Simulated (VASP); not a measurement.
# TiPt3 (P-3m1) in VASP: single point with PBE

Aim: the single point of TiPt3 with PBE.

Program: VASP 6.6.1. These are calculated values, not measurements. Logs are shortened: lines on timing, memory, paths and dates and some standing lists are left out, and cuts for length are marked.

## Step 1: The cell of the first run

Symmetry: P-3m1, No. 164, trigonal system. The conventional cell has a = 5.587 Å, b = 5.587 Å, c = 15.964 Å, α = 90.00°, β = 90.00°, γ = 120.00°. Within 3.6 Å of Ti (site symmetry 3m) lie 12 Pt at 2.72 to 2.87 Å. Within 3.7 Å of Ti (site symmetry 3m) lie 12 Pt at 2.79 to 2.80 Å. Ti (site symmetry 3m) has 12 Pt at 2.77 to 2.80 Å within 3.6 Å. Within 3.7 Å of Ti (site symmetry -3m) lie 12 Pt at 2.79 Å. Within 3.6 Å of Pt (site symmetry m) lie 4 Ti at 2.77 to 2.87 Å and 8 Pt at 2.78 to 2.80 Å. Pt (site symmetry m) has 4 Ti at 2.72 to 2.79 Å and 8 Pt at 2.79 to 2.80 Å within 3.6 Å. Within 3.7 Å of Pt (site symmetry m) lie 8 Pt at 2.79 to 2.80 Å and 4 Ti at 2.79 to 2.80 Å. Within 3.7 Å of Pt (site symmetry 2/m) lie 4 Ti at 2.79 to 2.80 Å and 8 Pt at 2.79 Å.

## Step 2: Single point, PBE

The input, INCAR:

```
SYSTEM = TiPt3
ALGO = Fast
EDIFF = 1E-6
ENCUT = 520
GGA = PE
ISIF = 2
ISMEAR = 0
LASPH = .TRUE.
LCHARG = .FALSE.
LREAL = Auto
LWAVE = .FALSE.
NBANDS = 167
NELM = 100
PREC = Accurate
SIGMA = 0.1
```

The input, KPOINTS:

```
k-points
0
G
  6 6 1
  0 0 0
```

The input, POSCAR:

```
TiPt3
1.0
    5.5868403279      0.0000000000      0.0000000000
   -2.7934201640      4.8383456509      0.0000000000
    0.0000000000      0.0000000000     15.9641377352
Ti Pt
7 21
Direct
    0.0000000000      0.0000000000      0.7200081489
    0.6666666667      0.3333333333      0.8563970902
    0.3333333333      0.6666666667      0.1436029098
    0.0000000000      0.0000000000      0.2799918511
    0.6666666667      0.3333333333      0.4300267837
    0.0000000000      0.0000000000      0.0000000000
    0.3333333333      0.6666666667      0.5699732163
    0.8331826450      0.6663652901      0.5710052001
    0.3336347099      0.1668173550      0.5710052001
    0.1666525765      0.3333051529      0.8570415283
    0.1668173550      0.3336347099      0.4289947999
    0.1668173550      0.8331826450      0.4289947999
    0.5003455708      0.0006911415      0.7134465276
    0.6663652901      0.8331826450      0.4289947999
    0.1666525765      0.8333474235      0.8570415283
    0.6666948471      0.8333474235      0.8570415283
    0.8333474235      0.1666525765      0.1429584717
    0.8331826450      0.1668173550      0.5710052001
    0.5003455708      0.4996544292      0.7134465276
    0.3333051529      0.1666525765      0.1429584717
    0.8333474235      0.6666948471      0.1429584717
    0.4996544292      0.5003455708      0.2865534724
    0.4996544292      0.9993088585      0.2865534724
    0.5000000000      0.0000000000      0.0000000000
    0.0006911415      0.5003455708      0.2865534724
    0.9993088585      0.4996544292      0.7134465276
    0.5000000000      0.5000000000      0.0000000000
    0.0000000000      0.5000000000      0.0000000000
```

Potentials or basis: VASP PAW PBE potentials, release 64 (Ti_sv, Pt).

Started as:

```
> cat potpaw_PBE.64/Ti_sv/POTCAR potpaw_PBE.64/Pt/POTCAR > POTCAR
> mpirun -np 1 vasp_std > vasp.out
```

OUTCAR:

```text
SYSTEM = TiPt3
   EDIFF = 1E-6
   ENCUT = 520
   GGA = PE
   ISIF = 2
   ISMEAR = 0
   LASPH = .TRUE.
   LREAL = Auto
   NELM = 100
   PREC = Accurate

 ion  position               nearest neighbor table
   1  0.000  0.000  0.720-  16 2.72  10 2.72  15 2.72  13 2.80  26 2.80  19 2.80  19 2.80  13 2.80
                            26 2.80   9 2.87   8 2.87  18 2.87
   2  0.667  0.333  0.856-  26 2.79  19 2.79  13 2.79  10 2.79  10 2.79  15 2.79  15 2.79  16 2.79
                            16 2.79  28 2.80  24 2.80  27 2.80
   3  0.333  0.667  0.144-  25 2.79  22 2.79  23 2.79  21 2.79  21 2.79  17 2.79  17 2.79  20 2.79
                            20 2.79  28 2.80  24 2.80  27 2.80
   4  0.000  0.000  0.280-  20 2.72  21 2.72  17 2.72  23 2.80  25 2.80  22 2.80  22 2.80  23 2.80
                            25 2.80  14 2.87  11 2.87  12 2.87
   5  0.667  0.333  0.430-  18 2.77   9 2.77   8 2.77  11 2.79  11 2.79  12 2.79  12 2.79  14 2.79
                            14 2.79  25 2.80  23 2.80  22 2.80
   6  0.000  0.000  0.000-  24 2.79  24 2.79  27 2.79  27 2.79  28 2.79  28 2.79  16 2.79  20 2.79
                            10 2.79  21 2.79  15 2.79  17 2.79
   7  0.333  0.667  0.570-  12 2.77  14 2.77  11 2.77   8 2.79   8 2.79  18 2.79  18 2.79   9 2.79
                             9 2.79  26 2.80  13 2.80  19 2.80
   8  0.833  0.666  0.571-   5 2.77  14 2.78  12 2.78  19 2.79  26 2.79   9 2.79  18 2.79   7 2.79
                             7 2.79   9 2.80  18 2.80   1 2.87
   9  0.334  0.167  0.571-   5 2.77  11 2.78  12 2.78  19 2.79  13 2.79  18 2.79   8 2.79   7 2.79
[... 25 lines left out ...]
  22  0.500  0.500  0.287-  11 2.79  14 2.79  25 2.79  23 2.79   3 2.79   4 2.80   4 2.80  25 2.80
                            23 2.80   5 2.80  21 2.80  20 2.80
  23  0.500  0.999  0.287-  12 2.79  14 2.79  25 2.79  22 2.79   3 2.79   4 2.80   4 2.80  25 2.80
                            22 2.80   5 2.80  17 2.80  20 2.80
  24  0.500  0.000  0.000-   6 2.79   6 2.79  28 2.79  28 2.79  27 2.79  27 2.79  17 2.79  15 2.79
                            20 2.79  16 2.79   2 2.80   3 2.80
  25  0.001  0.500  0.287-  12 2.79  11 2.79  22 2.79  23 2.79   3 2.79   4 2.80   4 2.80  22 2.80
                            23 2.80   5 2.80  21 2.80  17 2.80
  26  0.999  0.500  0.713-  18 2.79   8 2.79  19 2.79  13 2.79   2 2.79   1 2.80   1 2.80  19 2.80
                            13 2.80   7 2.80  10 2.80  15 2.80
  27  0.500  0.500  0.000-  28 2.79  28 2.79   6 2.79   6 2.79  24 2.79  24 2.79  21 2.79  10 2.79
                            16 2.79  20 2.79   2 2.80   3 2.80
  28  0.000  0.500  0.000-  27 2.79  27 2.79  24 2.79  24 2.79   6 2.79   6 2.79  17 2.79  15 2.79
                            21 2.79  10 2.79   2 2.80   3 2.80

  LATTYP: Found a hexagonal cell.
 ALAT       =     5.5868403279
 C/A-ratio  =     2.8574537302

  Lattice vectors:

 A1 = (   5.5868403279,   0.0000000000,   0.0000000000)
 A2 = (  -2.7934201640,   4.8383456509,   0.0000000000)
 A3 = (   0.0000000000,   0.0000000000,  15.9641377352)

Analysis of symmetry for initial positions (statically):
=====================================================================
 Subroutine PRICEL returns:
 Original cell was already a primitive cell.

 Routine SETGRP: Setting up the symmetry group for a
 hexagonal supercell.

 Subroutine GETGRP returns: Found 12 space group operations
 (whereof 12 operations were pure point group operations)
 out of a pool of 24 trial point group operations.

The static configuration has the point symmetry D_3d.

Analysis of symmetry for dynamics (positions and initial velocities):
=====================================================================
 Subroutine PRICEL returns:
 Original cell was already a primitive cell.

 Routine SETGRP: Setting up the symmetry group for a
 hexagonal supercell.

 Subroutine GETGRP returns: Found 12 space group operations
 (whereof 12 operations were pure point group operations)
 out of a pool of 24 trial point group operations.

The dynamic configuration has the point symmetry D_3d.

 Subroutine INISYM returns: Found 12 space group operations
 (whereof 12 operations are pure point group operations),
 and found     1 'primitive' translations

----------------------------------------------------------------------------------------

                                     Primitive cell

  volume of cell :     431.5276

  direct lattice vectors                    reciprocal lattice vectors
     5.586840328  0.000000000  0.000000000     0.178992049  0.103341108  0.000000000
    -2.793420164  4.838345651  0.000000000     0.000000000  0.206682216  0.000000000
[... 74 lines left out ...]
 Generating k-lattice:

  Cartesian coordinates                     Fractional coordinates (reciprocal lattice)
     0.029832008  0.017223518  0.000000000     0.166666667 -0.000000000  0.000000000
     0.000000000  0.034447036  0.000000000     0.000000000  0.166666667  0.000000000
     0.000000000  0.000000000  0.062640402     0.000000000  0.000000000  1.000000000

  Length of vectors
     0.034447036  0.034447036  0.062640402

  Shift w.r.t. Gamma in fractional coordinates (k-lattice)
     0.000000000  0.000000000  0.000000000

 Subroutine IBZKPT returns following result:
 ===========================================

 Found      7 irreducible k-points:

 Following reciprocal coordinates:
            Coordinates               Weight
  0.000000  0.000000  0.000000      1.000000
  0.166667  0.000000  0.000000      6.000000
  0.333333  0.000000  0.000000      6.000000
  0.500000  0.000000  0.000000      3.000000
  0.166667  0.166667  0.000000      6.000000
  0.333333  0.166667  0.000000     12.000000
  0.333333  0.333333  0.000000      2.000000
   k-points           NKPTS =      7   k-points in BZ     NKDIM =      7   number of bands    NBANDS=    167
   number of dos      NEDOS =    301   number of ions     NIONS =     28
   total plane-waves  NPLWV = 211680
   dimension x,y,z NGX =    42 NGY =   42 NGZ =  120
   dimension x,y,z NGXF=    84 NGYF=   84 NGZF=  240
   ions per type =               7  21
   NGX,Y,Z   is equivalent  to a cutoff of  12.50, 12.50, 12.50 a.u.
   NGXF,Y,Z  is equivalent  to a cutoff of  25.00, 25.00, 24.99 a.u.
 SYSTEM =  TiPt3
   PREC   = accura    normal or accurate (medium, high low for compatibility)
   ISTART =      0    job   : 0-new  1-cont  2-samecut
   ICHARG =      2    charge: 1-file 2-atom 10-const
   ISPIN  =      1    spin polarized calculation?
   LNONCOLLINEAR =      F non collinear calculations
   LSORBIT =      F    spin-orbit coupling
   LASPH  =      T    aspherical Exc in radial PAW
   ENCUT  =  520.0 eV  38.22 Ry    6.18 a.u.  10.39 10.39 29.68*2*pi/ulx,y,z
   NELM   =    100;   NELMIN=  2; NELMDL= -5     # of ELM steps
   EDIFF  = 0.1E-05   stopping-criterion for ELM
   LREAL  =      T    real-space projection
   EDIFFG = 0.1E-04   stopping-criterion for IOM
   NSW    =      0    number of steps for IOM
   IBRION =     -1    ionic relax: 0-MD 1-quasi-New 2-CG
   NFREE  =      0    steps in history (QN), initial steepest desc. (CG)
   ISIF   =      2    stress and relaxation
   ISYM   =      2    0-nonsym 1-usesym 2-fastsym
   POTIM  = 0.5000    time-step for ionic-motion
   TEBEG  =    0.0;   TEEND  =   0.0 temperature during run
   PSTRESS=    0.0 pullay stress
   NELECT =     294.0000    total number of electrons
   NUPDOWN=      -1.0000    fix difference up-down
   EMIN   =  10.00;   EMAX   =-10.00  energy-range for DOS
   EFERMI =   0.00;   METHOD = LEGACY
   ISMEAR =     0;   SIGMA  =   0.10  broadening in eV -4-tet -1-fermi 0-gaus
   EFERMI_NEDOS =   21; number of points for ismear=-14 and -15
   IALGO  =     68    algorithm
   IMIX   =      4    mixing-type and parameters
     AMIX     =   0.40;   BMIX     =  1.00
     AMIX_MAG =   1.60;   BMIX_MAG =  1.00
  volume/ion in A,a.u.               =      15.41       104.00
  Fermi-wavevector in a.u.,A,eV,Ry     =   1.440526  2.722199 28.233652  2.075115
  Thomas-Fermi vector in A             =   2.559260
   LORBIT       =      0    0 simple, 1 ext, 2 COOP (PROOUT), +10 PAW based schemes
   GGA     = PE    functional components
   LHFCALC =     F    Hartree Fock is set to
   AEXX    =    0.0000 exact exchange contribution
   IVDW    =     0    specifies the selected vdW correction
   LEPSILON=     F    determine dielectric tensor
   LRPA    =     F    only Hartree local field effects (RPA)
 non-spin polarized calculation
 RMM-DIIS sequential band-by-band and
 Gauss-broadening in eV      SIGMA  =   0.10
  energy-cutoff  :      520.00
  volume of cell :      431.53
 maximum number of plane-waves:     11645
 NGX is ok and might be reduce to    42
   NGX = 21   NGY = 21   NGZ = 59

 number of electron     294.0000003 magnetization

 Free energy of the ion-electron system (eV)
  ---------------------------------------------------
  ext. energy  EPLUGINS =         0.00000000
  ---------------------------------------------------
  free energy    TOTEN  =      -207.04469974 eV

  energy without entropy =     -207.00068003  energy(sigma->0) =     -207.02268989

 E-fermi :  11.0693     XC(G=0): -13.0455

 val. band max:       11.0262402350   @ k =   0.5000   0.0000   0.0000
 cond. band min:      11.0928563768   @ k =   0.0000   0.0000   0.0000
 fundamental gap:      0.0666161418
 Fermi energy:        11.0693389354

 k-point     1 :       0.0000    0.0000    0.0000
  band No.  band energies     occupation
      1     -47.1609      2.00000
      2     -47.1599      2.00000
      3     -47.1209      2.00000
      4     -47.1206      2.00000
      5     -46.9940      2.00000
      6     -46.9940      2.00000
[... 1123 lines left out ...]
    158      11.6317      0.00000
    159      11.6561      0.00000
 [bands above 159 left out]

------------------------ aborting loop because EDIFF is reached ----------------------------------------

  FORCE on cell =-STRESS in cart. coord.  units (eV):
  Direction    XX          YY          ZZ          XY          YZ          ZX
  --------------------------------------------------------------------------------------
  -------------------------------------------------------------------------------------
  Total       -1.7457569     -1.7457569     -1.5790682      0.0000000     -0.0000000      0.0000000
  in kB       -6.4816522     -6.4816522     -5.8627698      0.0000000     -0.0000000      0.0000000
  external PRESSURE =      -6.2753581 kB  Pullay stress =       0.0000000 kB

 VOLUME and BASIS-vectors are now :
 -----------------------------------------------------------------------------
  energy-cutoff  :      520.00
  volume of cell :      431.53
      direct lattice vectors                 reciprocal lattice vectors
     5.586840328  0.000000000  0.000000000     0.178992049  0.103341108  0.000000000
    -2.793420164  4.838345651  0.000000000     0.000000000  0.206682216  0.000000000
     0.000000000  0.000000000 15.964137735     0.000000000  0.000000000  0.062640402

 POSITION                                       TOTAL-FORCE (eV/Angst)
 -----------------------------------------------------------------------------------
      0.00000      0.00000     11.49431        -0.000000      0.000000     -0.029072
      2.79342      1.61278     13.67164        -0.000000      0.000000      0.001416
     -0.00000      3.22556      2.29250        -0.000000      0.000000     -0.001416
      0.00000      0.00000      4.46983        -0.000000      0.000000      0.029072
      2.79342      1.61278      6.86501        -0.000000      0.000000      0.010672
      0.00000      0.00000      0.00000        -0.000000      0.000000     -0.000000
[... 20 lines left out ...]
      1.39671      2.41917      0.00000        -0.000000      0.000000     -0.000000
     -1.39671      2.41917      0.00000        -0.000000      0.000000     -0.000000
 -----------------------------------------------------------------------------------
    total drift:                               -0.000000      0.000000      0.000000

  FREE ENERGIE OF THE ION-ELECTRON SYSTEM (eV)
  ---------------------------------------------------
  free  energy   TOTEN  =      -207.0446997404 eV

  energy  without entropy=     -207.0006800336  energy(sigma->0) =     -207.02268989
```

It took 32 min on 1 thread of AMD EPYC 7R13 (Zen 3), shared host; peak memory 0.66 GiB.

What came out:

```yaml
Free_energy: -207.0447 eV
Pressure: -0.6 GPa
Largest_force: 0.029 eV/Å
Band_gap_on_the_k_mesh: zero (bands 147 and 148 overlap by 0.29 eV)
```

Forces in eV/Å, atoms in the order of the input:
```
Ti   0.000  0.000 -0.029
Ti   0.000  0.000  0.001
Ti   0.000  0.000 -0.001
Ti   0.000  0.000  0.029
Ti   0.000  0.000  0.011
Ti   0.000  0.000  0.000
Ti   0.000  0.000 -0.011
Pt   0.000  0.003  0.003
Pt  -0.003 -0.001  0.003
Pt   0.000  0.014  0.000
Pt   0.000 -0.003 -0.003
Pt  -0.003  0.001 -0.003
Pt   0.000  0.002 -0.008
Pt   0.003  0.001 -0.003
Pt   0.012 -0.007  0.000
Pt  -0.012 -0.007  0.000
Pt  -0.012  0.007  0.000
Pt   0.003 -0.001  0.003
Pt   0.002 -0.001 -0.008
Pt   0.012  0.007  0.000
Pt   0.000 -0.014  0.000
Pt  -0.002  0.001  0.008
Pt   0.000 -0.002  0.008
Pt   0.000  0.000  0.000
Pt   0.002  0.001  0.008
Pt  -0.002 -0.001 -0.008
Pt   0.000  0.000  0.000
Pt   0.000  0.000  0.000
```

Levels at points of the mesh, in eV from the Fermi level:
| k point | band 145 | band 146 | band 147 | band 148 | band 149 | band 150 |
| --- | --- | --- | --- | --- | --- | --- |
| (0.00, 0.00, 0.00) | -0.10 | 0.02 | 0.24 | 0.24 | 0.28 | 0.28 |
| (0.50, 0.00, 0.00) | -0.48 | -0.21 | -0.12 | -0.04 | -0.04 | 0.08 |

Caveat: the k points lie up to 0.39 Å⁻¹ apart; spin-orbit coupling is left out, which moves the levels of the heavy elements.
